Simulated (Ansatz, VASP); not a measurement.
One calculation of CoO, two programs

INCAR

```
SYSTEM = CoO
ALGO     = Normal         ! electronic algorithm
EDIFF    = 1E-6           ! SCF threshold, eV
ENCUT    = 520            ! plane-wave cutoff, eV
ISIF     = 2              ! what is computed and relaxed
ISMEAR   = -1             ! smearing method
ISPIN    = 2              ! spin polarisation
LASPH    = .TRUE.         ! aspherical terms in the spheres
LCHARG   = .FALSE.        ! write CHGCAR
LMAXMIX  = 4              ! l up to which the mixer works
LORBIT   = 11             ! projections on sites
LREAL    = .FALSE.        ! projectors in reciprocal space
LWAVE    = .FALSE.        ! write WAVECAR
MAGMOM   = 2 0            ! initial moments
NBANDS   = 18             ! bands
NELM     = 150            ! most SCF steps
PREC     = Accurate       ! precision mode
SIGMA    = 0.05           ! smearing width, eV
```

File KPOINTS:

```
k-points
0
G
  10 10 10
  0 0 0
```

File POSCAR:

```
CoO
1.0
    1.5695123000      0.9061583489      2.5140792326
   -1.5695123000      0.9061583489      2.5140792326
    0.0000000000     -1.8123166978      2.5140792326
Co O
1 1
Direct
    0.9989783200      0.9989783200      0.9989783200
    0.7510210300      0.7510210300      0.7510210300
```

The input input.yaml:

```yaml
crystal:
  lattice:
    - [1.5695123, 0.9061583489, 2.5140792326]
    - [-1.5695123, 0.9061583489, 2.5140792326]
    - [0.0, -1.8123166978, 2.5140792326]
  atoms:
    - { symbol: Co, position: [0.99897832, 0.99897832, 0.99897832], spin: 2.0 }
    - { symbol: O, position: [0.75102103, 0.75102103, 0.75102103] }
kpoints:
  mp_grid: { grid: [10, 10, 10] }
scf:
  occupations: { method: fermi_dirac, width: 0.05 }
hamiltonian:
  xc: lda
  pseudopotentials: { kind: all_electron, lapw: { basis_error: 0.001 } }
magnetization:
  spin_polarized: true
output:
  forces: true
  stress: true
  eigenvalues: true
```

Change from the starting cell: volume scaled by 0.94.

Alike in both runs: task single point; functional LDA; k mesh 10 × 10 × 10; occupations fermi-dirac, width 0.05 eV; collinear spin.

```csv
,VASP,Ansatz
version,VASP 6.6.1,Ansatz 0.2.0
potentials or method,"VASP PAW LDA potentials, release 64 (Co, O), cutoff 520 eV","all-electron LAPW, scalar-relativistic"
```

```tsv
	VASP	Ansatz	Ansatz less VASP
gap on the k mesh at the Fermi level (eV)	none	none	-
pressure (GPa)	-15.1	-13.9	+1.18
traceless stress, the component that is largest in VASP (GPa)	3.20	3.19	-0.004
rms of the force components (eV/Å)	0.169	0.157	-0.0123
net moment per atom (μB)	0.86	0.94	+0.083
size of the moment on the site where the two differ most (μB)	1.52	1.64	+0.119
```

LDA's correlation is that of Perdew and Zunger in VASP and of Perdew and Wang (1992) in Ansatz. Site moments also hang on the region over which each program counts them. Atom by atom the forces differ by 0.012 eV/Å (rms over components). A gap of «none» marks a metal or a gap that the smearing closes. Ansatz ran all-electron here, and VASP with PAW potentials.
